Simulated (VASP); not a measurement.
Write the native input for VASP 6.6.1 that does the following.

```yaml
Task: single point
Functional: PBE
Potentials_or_basis: VASP PAW PBE potentials, release 64 (Co, Sn_d)
Cutoff: 520 eV
k_mesh: 9 × 9 × 8
Occupations: gaussian, width 0.1 eV
Spin: no spin polarisation
Dipole_correction: no
Further_INCAR_settings: ALGO = Fast; EDIFF = 1e-07; NBANDS = 44
```

The structure of CoSn lies in POSCAR:

```
CoSn
1.0
    5.1326917306      0.0000000000      0.0000000000
   -2.5663458653      4.4450414285      0.0000000000
    0.0000000000      0.0000000000      4.0993267748
Co Sn
3 3
Direct
    0.0000000000      0.5000000000      0.0000000000
    0.5000000000      0.5000000000      0.0000000000
    0.5000000000      0.0000000000      0.0000000000
    0.6666666667      0.3333333333      0.5000000000
    0.3333333333      0.6666666667      0.5000000000
    0.0000000000      0.0000000000      0.0000000000
```

These files were run (other wordings do the same):

INCAR

```
SYSTEM = CoSn
PREC = Accurate
ENCUT = 520
EDIFF = 1E-7
ISMEAR = 0
SIGMA = 0.1
LREAL = .False.
LASPH = .True.
NELM = 100
ALGO = Fast
ISIF = 2
LWAVE = .False.
LCHARG = .False.
GGA = PE
NBANDS = 44
```

KPOINTS

```
regular mesh
0
Gamma
  9 9 8
  0 0 0
```

Potentials or basis: VASP PAW PBE potentials, release 64 (Co, Sn_d).

Launch:

```sh
$ cat potpaw_PBE.64/Co/POTCAR potpaw_PBE.64/Sn_d/POTCAR > POTCAR
$ mpirun -np 1 vasp_std > vasp.out
```

Results of the run:

```yaml
Pressure: 15.0 GPa
Band_gap_on_the_k_mesh: zero (an odd number of electrons rules out a gap without spin polarisation)
```

Caveat: the cell stands under pressure; spin-orbit coupling is left out, which moves the levels of the heavy elements; the run has no spin polarisation, though such a crystal can be magnetic.

It took 2.6 min on 1 thread of Intel(R) Xeon(R) 6975P-C (Granite Rapids), with other jobs on the host, peak memory 0.34 GiB.
